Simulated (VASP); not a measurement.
# Ag in VASP: notebook, part 2 of 2

VASP 6.6.1.

### 4 Single point, PBE (strain +0.030 along x and y, +0.030 along z)

INCAR reads:

```
SYSTEM = Ag
ALGO = Normal
EDIFF = 1E-6
ENCUT = 520
GGA = PE
ISIF = 2
ISMEAR = 0
LASPH = .TRUE.
LCHARG = .TRUE.
LELF = .TRUE.
LREAL = .FALSE.
LVHAR = .TRUE.
LWAVE = .FALSE.
NBANDS = 12
NELM = 80
PREC = Accurate
SIGMA = 0.15
```

KPOINTS reads:

```
k-points
0
G
  10 10 10
  0 0 0
```

POSCAR reads:

```
Ag
1.0
    0.0000000000      2.1043930000      2.1043930000
    2.1043930000      0.0000000000      2.1043930000
    2.1043930000      2.1043930000      0.0000000000
Ag
1
Direct
    0.0000000000      0.0000000000      0.0000000000
```

Potentials or basis: VASP PAW PBE potentials, release 64 (Ag).

Command:

```sh
> cat potpaw_PBE.64/Ag/POTCAR > POTCAR
> mpirun -np 1 vasp_std > vasp.out
```

OUTCAR:

```text
SYSTEM = Ag
   EDIFF = 1E-6
   ENCUT = 520
   GGA = PE
   ISIF = 2
   ISMEAR = 0
   LASPH = .TRUE.
   LREAL = .FALSE.
   NELM = 80
   PREC = Accurate

 ion  position               nearest neighbor table
   1  0.000  0.000  0.000-

  LATTYP: Found a face centered cubic cell.
 ALAT       =     4.2087860000

  Lattice vectors:

 A1 = (   0.0000000000,   2.1043930000,   2.1043930000)
 A2 = (   2.1043930000,   0.0000000000,   2.1043930000)
[... 539 lines left out ...]
     11      25.2611      0.00000
     12      34.7805      0.00000

 [... further k-points ...]

------------------------ aborting loop because EDIFF is reached ----------------------------------------

  FORCE on cell =-STRESS in cart. coord.  units (eV):
  Direction    XX          YY          ZZ          XY          YZ          ZX
  --------------------------------------------------------------------------------------
  -------------------------------------------------------------------------------------
  Total       -0.3926649     -0.3926649     -0.3926649      0.0000000      0.0000000      0.0000000
  in kB      -33.7537544    -33.7537544    -33.7537544      0.0000000      0.0000000      0.0000000
  external PRESSURE =     -33.7537544 kB  Pullay stress =       0.0000000 kB

 VOLUME and BASIS-vectors are now :
 -----------------------------------------------------------------------------
  energy-cutoff  :      520.00
  volume of cell :       18.64
      direct lattice vectors                 reciprocal lattice vectors
     0.000000000  2.104393000  2.104393000    -0.237598205  0.237598205  0.237598205
     2.104393000  0.000000000  2.104393000     0.237598205 -0.237598205  0.237598205
     2.104393000  2.104393000  0.000000000     0.237598205  0.237598205 -0.237598205

 POSITION                                       TOTAL-FORCE (eV/Angst)
 -----------------------------------------------------------------------------------
      0.00000      0.00000      0.00000         0.000000      0.000000      0.000000
 -----------------------------------------------------------------------------------
    total drift:                               -0.000000      0.000000     -0.000000

  FREE ENERGIE OF THE ION-ELECTRON SYSTEM (eV)
  ---------------------------------------------------
  free  energy   TOTEN  =        -2.6985759734 eV

  energy  without entropy=       -2.6946832223  energy(sigma->0) =       -2.69662960
```

OSZICAR:

```text
N       E                     dE             d eps       ncg     rms          rms(c)
DAV:   1     0.508080312391E+02    0.50808E+02   -0.55151E+03  1136   0.828E+02
DAV:   2    -0.211478263793E+01   -0.52923E+02   -0.50221E+02  1280   0.188E+02
DAV:   3    -0.292039686160E+01   -0.80561E+00   -0.80410E+00  1328   0.245E+01
DAV:   4    -0.292311229819E+01   -0.27154E-02   -0.27153E-02  1324   0.146E+00
DAV:   5    -0.292313652822E+01   -0.24230E-04   -0.24229E-04  1340   0.124E-01    0.417E+00
DAV:   6    -0.270570979871E+01    0.21743E+00   -0.91704E-01  1220   0.842E+00    0.283E+00
DAV:   7    -0.270064420329E+01    0.50656E-02   -0.57525E-03  1308   0.746E-01    0.164E+00
DAV:   8    -0.269856123939E+01    0.20830E-02   -0.71524E-04  1260   0.215E-01    0.686E-02
DAV:   9    -0.269857087884E+01   -0.96394E-05   -0.89534E-06  1332   0.219E-02    0.248E-02
DAV:  10    -0.269857622454E+01   -0.53457E-05   -0.41417E-06  1264   0.194E-02    0.326E-03
DAV:  11    -0.269857597337E+01    0.25116E-06   -0.69604E-08   672   0.221E-03
   1 F= -.26985760E+01 E0= -.26966296E+01  d E =-.389275E-02
```

It took 9.1 s on 1 thread of Intel Xeon 8259CL, shared host; peak memory 0.14 GiB.

Results:

```yaml
Free_energy: -2.6986 eV
Pressure: -3.4 GPa
```

Caveat: the cell differs from its parent crystal (strain +0.030 along x and y, +0.030 along z).

### 5 Single point, PBE (strain -0.030 along x and y, +0.000 along z)

INCAR reads:

```
SYSTEM = Ag
PREC = Accurate
ENCUT = 520
EDIFF = 1E-6
ISMEAR = 0
SIGMA = 0.15
LREAL = .FALSE.
LASPH = .TRUE.
NELM = 80
ALGO = Fast
ISIF = 2
LWAVE = .FALSE.
LCHARG = .FALSE.
GGA = PE
NBANDS = 12
```

KPOINTS reads:

```
regular mesh
0
G
  10 10 10
  0 0 0
```

POSCAR reads:

```
Ag
1.0
    0.0000000000      1.9818070000      2.0431000000
    1.9818070000      0.0000000000      2.0431000000
    1.9818070000      1.9818070000      0.0000000000
Ag
1
Direct
    0.0000000000      0.0000000000      0.0000000000
```

Command:

```sh
> cat potpaw_PBE.64/Ag/POTCAR > POTCAR
> mpirun -np 1 vasp_std > vasp.out
```

It took 23 s on 1 thread of Intel Xeon 8259CL, shared host; peak memory 0.15 GiB.

The run converged. Its results:

```yaml
Free_energy: -2.6381 eV
Pressure: 13.3 GPa
```

Stress tensor (GPa, compression positive):
```
13.70  0.00  0.00
 0.00 13.70  0.00
 0.00  0.00 12.38
```

Levels at points of the mesh, in eV from the Fermi level:
```csv
k point,band 2,band 3,band 4,band 5,band 6,band 7,band 8,band 9,band 10,band 11
"(0.00, 0.00, 0.00)",-5.11,-4.90,-4.90,-3.94,-3.71,16.22,19.82,20.31,20.31,25.10
"(0.50, 0.00, 0.00)",-5.10,-4.90,-2.98,-2.89,-0.50,4.02,15.39,18.28,18.93,23.44
"(0.50, 0.50, 0.00)",-6.64,-2.96,-2.72,-2.72,1.25,6.78,11.42,11.42,18.35,18.50
"(0.50, 0.00, 0.50)",-6.63,-2.98,-2.78,-2.62,1.80,7.56,10.83,10.89,17.82,17.96
```

Caveat: the cell differs from its parent crystal (strain -0.030 along x and y, +0.000 along z).

### 6 Single point, PBE (strain -0.030 along x and y, -0.015 along z)

INCAR reads:

```
PREC = Accurate
ENCUT = 520
EDIFF = 1E-6
ISMEAR = 0
SIGMA = 0.15
LREAL = False
LASPH = True
NELM = 100
ALGO = Fast
ISIF = 2
LWAVE = False
LCHARG = False
GGA = PE
NBANDS = 12
```

KPOINTS reads:

```
regular mesh
0
Gamma
  10 10 10
```

POSCAR reads:

```
Ag
1.0
    0.0000000000      1.9818070000      2.0124535000
    1.9818070000      0.0000000000      2.0124535000
    1.9818070000      1.9818070000      0.0000000000
Ag
1
Direct
    0.0000000000      0.0000000000      0.0000000000
```

Potentials or basis: VASP PAW PBE potentials, release 64 (Ag).

Command:

```sh
> cat potpaw_PBE.64/Ag/POTCAR > POTCAR
> mpirun -np 1 vasp_std > vasp.out
```

It took 25 s on 1 thread of Intel Xeon 8259CL, shared host; peak memory 0.15 GiB.

Results (log left out):

```
Free energy : -2.6173 eV
Pressure    : 15.7 GPa
```

Stress tensor (GPa, compression positive):
```
15.98  0.00  0.00
 0.00 15.98  0.00
 0.00  0.00 15.17
```

Levels at points of the mesh, in eV from the Fermi level:
| k point | band 3 | band 4 | band 5 | band 6 | band 7 | band 8 | band 9 | band 10 |
| --- | --- | --- | --- | --- | --- | --- | --- | --- |
| (0.00, 0.00, 0.00) | -5.01 | -5.01 | -3.92 | -3.81 | 16.22 | 20.08 | 20.33 | 20.33 |
| (0.50, 0.00, 0.00) | -5.02 | -2.98 | -2.93 | -0.56 | 4.10 | 15.45 | 18.55 | 18.89 |
| (0.50, 0.50, 0.00) | -2.99 | -2.72 | -2.72 | 1.40 | 7.15 | 11.29 | 11.29 | 18.35 |
| (0.50, 0.00, 0.50) | -2.99 | -2.76 | -2.67 | 1.68 | 7.54 | 10.99 | 11.03 | 18.08 |

Caveat: the cell differs from its parent crystal (strain -0.030 along x and y, -0.015 along z).

### 7 Overview

```tsv
cell	gap on the mesh (eV)	pressure (GPa)
a = 2.846 Å, angles 60.0°, 1 atom	none	10.8
a = 2.933 Å, angles 60.0°, 1 atom	none	0.1
a = 2.976 Å, angles 60.0°, 1 atom	none	-3.4
a = 2.846, b = 2.846, c = 2.803 Å, angles 60.5, 60.5, 59.0°, 1 atom	none	13.3
a = 2.824, b = 2.824, c = 2.803 Å, angles 60.3, 60.3, 59.5°, 1 atom	none	15.7
```

Alike in all rows: task single point; level PBE; potentials or basis VASP PAW PBE potentials, release 64 (Ag); no spin polarisation; k mesh 10 × 10 × 10; cutoff (eV) 520; smearing gaussian 0.15 eV.

Absolute energies hang on the potentials; compare differences alone.
